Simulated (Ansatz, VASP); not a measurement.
## Ag in VASP and in Ansatz

```
CELL_PARAMETERS angstrom
-1.78811 1.78811 1.78811
1.78811 -1.78811 1.78811
1.78811 1.78811 -1.78811
ATOMIC_POSITIONS crystal
Ag 0.00000 0.00000 0.00000
```

Change from the starting cell: strain +0.080 along x and y, +0.080 along z, atoms carried along.

Alike in both runs: task single point; functional PBEsol; k mesh 20 × 20 × 20; occupations gaussian, width 0.15 eV; no spin polarisation.

```csv
,VASP,Ansatz
version,VASP 6.6.1,Ansatz 0.2.0
potentials or method,"VASP PAW PBE potentials, release 64 (Ag), cutoff 520 eV","scalar-relativistic, plane waves, PAW"
valence electrons in the cell,11,19
```

```tsv
	VASP	Ansatz	Ansatz less VASP
gap on the k mesh at the Fermi level (eV)	none	none	-
pressure (GPa)	-14.7	-14.7	+0.01
```

VASP's potentials were made for PBE, not for PBEsol. A gap of «none» marks a metal or a gap that the smearing closes. The functional is the same, so the differences come from potentials, cutoffs and numerics. VASP's potentials hold 11 valence electrons a cell and Ansatz's 19, so a difference there can come from the potentials and not from the codes.
